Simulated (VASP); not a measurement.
A run of VASP 6.6.1 is set up as follows.

Contents of INCAR:

```
SYSTEM = Pd
PREC = Accurate
ENCUT = 500
EDIFF = 1E-6
ISMEAR = 1
SIGMA = 0.1
LREAL = .FALSE.
LASPH = .TRUE.
NELM = 200
ALGO = Normal
ISIF = 2
LWAVE = .FALSE.
LCHARG = .TRUE.
LNONCOLLINEAR = .TRUE.
MAGMOM = 0 0 0
LORBIT = 11
LSORBIT = .TRUE.
GGA_COMPAT = .FALSE.
LORBMOM = .TRUE.
LMAXMIX = 4
GGA = RP
IVDW = 12
LVHAR = .TRUE.
NBANDS = 21
```

KPOINTS

```
Automatic mesh
0
G
  9 9 9
  0 0 0
```

The input POSCAR:

```
Pd
1.0
   -1.5722810000      1.5722810000      1.5722810000
    1.5722810000     -1.5722810000      1.5722810000
    1.5722810000      1.5722810000     -1.5722810000
Pd
1
Direct
    0.0000000000      0.0000000000      0.0000000000
```

Potentials or basis: VASP PAW PBE potentials, release 64 (Pd).

Command:

```sh
$ cat potpaw_PBE.64/Pd/POTCAR > POTCAR
$ mpirun -np 1 vasp_ncl > vasp.out
```

Problem. What does it give for the pressure?

Solution. -36.4 GPa.

Problem. What does it give for the net moment?

Solution. 0.00 μB per cell.

Problem. Estimate the dispersion energy per atom.

Solution. -3.273 eV.

Moments on the atoms (μB; x, y, z):
```
Pd  0.00 0.00 0.00
```

Caveat: the cell stands under tension; the dispersion term is far too large for a dense solid, which distorts pressure and volume; the PAW data sets were made with another functional, which shifts forces and pressure a little.
